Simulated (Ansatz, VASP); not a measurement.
# Hf6F in VASP and in Ansatz

```
CELL_PARAMETERS angstrom
5.61898 0.00000 0.00000
-2.80949 4.86618 0.00000
0.00000 0.00000 10.34910
ATOMIC_POSITIONS crystal
Hf 0.66452 0.67855 0.61782
Hf 0.01403 0.67855 0.88218
Hf 0.01403 0.33548 0.61782
Hf 0.32145 0.33548 0.88218
Hf 0.66452 0.98597 0.88218
Hf 0.32145 0.98597 0.61782
Hf 0.33548 0.01403 0.11782
Hf 0.98597 0.66452 0.38218
Hf 0.67855 0.01403 0.38218
Hf 0.98597 0.32145 0.11782
Hf 0.33548 0.32145 0.38218
Hf 0.67855 0.66452 0.11782
F 0.66667 0.33333 0.75000
F 0.33333 0.66667 0.25000
```

Alike in both runs: functional PBE; k mesh 4 × 4 × 2; occupations gaussian, width 0.2 eV; no spin polarisation.

Ansatz relaxed the structure, and its values are those at the end. VASP's run is a single point on that final structure, the one shown.

|  | VASP | Ansatz |
| --- | --- | --- |
| version | VASP 6.6.1 | Ansatz 0.2.0 |
| potentials or method | VASP PAW PBE potentials, release 64 (Hf_pv, F), cutoff 520 eV | scalar-relativistic, plane waves, PAW |
| valence electrons in the cell | 134 | 326 |

VASP gave:

| Item | Value |
| --- | --- |
| gap on the k mesh at the Fermi level (eV) | none |
| pressure (GPa) | -0.6 |
| rms of the force components (eV/Å) | 0.029 |

Which values does Ansatz return?

gap on the k mesh at the Fermi level (eV): none; pressure (GPa): 0.2; rms of the force components (eV/Å): 0.010.

A gap of «none» marks a metal or a gap that the smearing closes. VASP's potentials hold 134 valence electrons a cell and Ansatz's 326, so a difference there can come from the potentials and not from the codes.

Spin-orbit coupling is off throughout.
